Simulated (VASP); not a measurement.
A run of VASP 6.6.1 is set up as follows.

POSCAR

```
NaI
1.0
    0.0000000000      3.2296282834      3.2296282834
    3.3972459913      0.0000000000      3.2296282834
    3.3972459913      3.2296282834      0.0000000000
Na I
1 1
Direct
    0.0000000000      0.0000000000      0.0000000000
    0.5000000000      0.5000000000      0.5000000000
```

File INCAR.step1:

```
SYSTEM = NaI
PREC     = Accurate       ! precision mode
ENCUT    = 520            ! plane-wave cutoff, eV
EDIFF    = 1E-5           ! SCF threshold, eV
ISMEAR   = 0              ! smearing method
SIGMA    = 0.01           ! smearing width, eV
LREAL    = .False.        ! projectors in reciprocal space
LASPH    = .True.         ! aspherical terms in the spheres
NELM     = 100            ! most SCF steps
ALGO     = Normal         ! electronic algorithm
ISIF     = 2              ! what is computed and relaxed
LWAVE    = .True.         ! write WAVECAR
GGA      = PE             ! functional
NBANDS   = 14             ! bands
```

The input INCAR.step2:

```
SYSTEM = NaI
PREC     = Accurate       ! precision mode
ENCUT    = 520            ! plane-wave cutoff, eV
EDIFF    = 1E-6           ! SCF threshold, eV
ISMEAR   = 0              ! smearing method
SIGMA    = 0.01           ! smearing width, eV
LREAL    = .False.        ! projectors in reciprocal space
LASPH    = .True.         ! aspherical terms in the spheres
NELM     = 100            ! most SCF steps
ALGO     = Normal         ! electronic algorithm
ISIF     = 2              ! what is computed and relaxed
LWAVE    = .False.        ! write WAVECAR
LCHARG   = .True.         ! write CHGCAR
GGA      = PE             ! functional
LHFCALC  = .True.         ! exact exchange
HFSCREEN = 0.2079         ! screening, 1/A
PRECFOCK = Normal       
LELF     = .True.         ! ELF
LVHAR    = .True.       
ISTART   = 1            
NBANDS   = 14             ! bands
```

KPOINTS

```
Automatic mesh
0
Gamma
  6 6 6
  0 0 0
```

Potentials or basis: VASP PAW PBE potentials, release 64 (Na_pv, I).

Launch:

```console
$ cat potpaw_PBE.64/Na_pv/POTCAR potpaw_PBE.64/I/POTCAR > POTCAR
$ cp INCAR.step1 INCAR
$ mpirun -np 1 vasp_std > vasp.out
$ cp INCAR.step2 INCAR
$ mpirun -np 1 vasp_std > vasp.out
```

Q: Predict the pressure.

A: -0.4 GPa.

Q: Predict the band gap on the k mesh.

A: 4.50 eV, direct.

Stress tensor (GPa, compression positive):
```
-1.01  0.00  0.00
 0.00 -0.16  0.00
 0.00  0.00 -0.16
```

Caveat: the cell differs from its parent crystal (uniaxial x strain +5.2%); the PAW data sets were made with another functional, which shifts forces and pressure a little; spin-orbit coupling is left out, which moves the levels of the heavy elements.
